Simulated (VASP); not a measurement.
A run of VASP 6.6.1 is set up as follows.

File INCAR:

```
ALGO = Normal ; EDIFF = 1E-7
EDIFFG = -0.005 ; ENCUT = 500
GGA = PE ; GGA_COMPAT = F
IBRION = 2 ; ISIF = 3
ISMEAR = -1 ; LASPH = T
LCHARG = F ; LREAL = F
LWAVE = F ; NELM = 120
NELMIN = 4 ; NSW = 100
PREC = Accurate ; SIGMA = 0.03
```

The input KPOINTS:

```
k-points
0
Gamma
  11 11 6
```

POSCAR

```
PbI2
1.0
    4.1649823397      0.0000000000      0.0000000000
   -2.0824911699      3.6069805125      0.0000000000
    0.0000000000      0.0000000000      6.6639717436
Pb I
1 2
Direct
    0.0000000000      0.0000000000      0.0000000000
    0.3333333333      0.6666666667      0.2500000000
    0.6666666667      0.3333333333      0.7500000000
```

Potentials or basis: VASP PAW PBE potentials, release 64 (Pb_d, I).

The run is started by

```console
$ cat potpaw_PBE.64/Pb_d/POTCAR potpaw_PBE.64/I/POTCAR > POTCAR
$ mpirun -np 1 vasp_std > vasp.out
```

(1) What does it give for the relaxed volume?

(2) What does it give for the relaxed cell?

## Answers

(1) 48.45 Å³/atom.

(2) a = 4.671 Å, b = 4.671 Å, c = 7.693 Å, α = 90.00°, β = 90.00°, γ = 120.00°.

Caveat: the volume moved by over 15 % at a fixed basis, so the end points are rough; this functional lacks dispersion, which binds layers or chains, so the pressure and a relaxed spacing across them are unreliable.
